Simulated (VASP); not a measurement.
PbSe (Clausthalite):

```xyz
2
Lattice="0.0000 2.9982 2.9982 2.9982 0.0000 2.9982 2.9982 2.9982 0.0000" Properties=species:S:1:pos:R:3 pbc="T T T"
Pb    0.0000    0.0000    0.0000
Se    2.9982    2.9982    2.9982
```

Base run:

```yaml
Program: VASP 6.6.1
Functional: RPBE
Dispersion: D3(BJ)
Potentials_or_basis: VASP PAW PBE potentials, release 64 (Pb_d, Se)
Cutoff: 520 eV
k_mesh: 8 × 8 × 8
Occupations: fermi-dirac, width 0.05 eV
Spin: no spin polarisation
```

Its results: band gap on the k mesh 0.14 eV, direct; pressure -8.0 GPa.

Question: The run is repeated on the same cell with these changes: functional from RPBE to revPBE. What comes out?

Answer: Band gap on the k mesh 0.12 eV, direct; pressure 3.3 GPa.

Caveats: the PAW data sets were made with another functional, which shifts forces and pressure a little; spin-orbit coupling is left out, which moves the levels of the heavy elements.

A k mesh can miss the band edges.
